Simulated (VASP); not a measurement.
GaSb4, 5 atoms in the cell. Symmetry: P4/mmm, No. 123, tetragonal system. Conventional cell: a = 4.505 Å, b = 4.505 Å, c = 7.831 Å, α = 90.00°, β = 90.00°, γ = 90.00°. Within 4.1 Å of Ga (site symmetry 4/mmm) lie 8 Sb at 3.11 Å. Sb (site symmetry 2mm) has 2 Ga at 3.11 Å and 5 Sb at 3.19 to 3.55 Å within 4.1 Å. The cell was generated, and may not be a known phase.

```yaml
Program: VASP 6.6.1
Task: single point
Functional: PBE
Potentials_or_basis: VASP PAW PBE potentials, release 64 (Ga_d, Sb)
Cutoff: 520 eV
k_mesh: 4 × 4 × 2
Occupations: gaussian, width 0.1 eV
Spin: no spin polarisation
Dipole_correction: no
Further_INCAR_settings: ALGO = Normal; EDIFF = 1e-07; NBANDS = 24
```

Potentials or basis: VASP PAW PBE potentials, release 64 (Ga_d, Sb).

Run with:

```sh
$ cat potpaw_PBE.64/Ga_d/POTCAR potpaw_PBE.64/Sb/POTCAR > POTCAR
$ mpirun -np 1 vasp_std > vasp.out
```

Hardware: 1 thread of Intel(R) Xeon(R) 6975P-C (Granite Rapids), on a shared host.

Task: Estimate the wall time of this run.

Result: Wall time 25 s on 1 thread of Intel(R) Xeon(R) 6975P-C (Granite Rapids) (shared host), peak memory 0.27 GiB. Counts: scf iterations 15, k points 12.
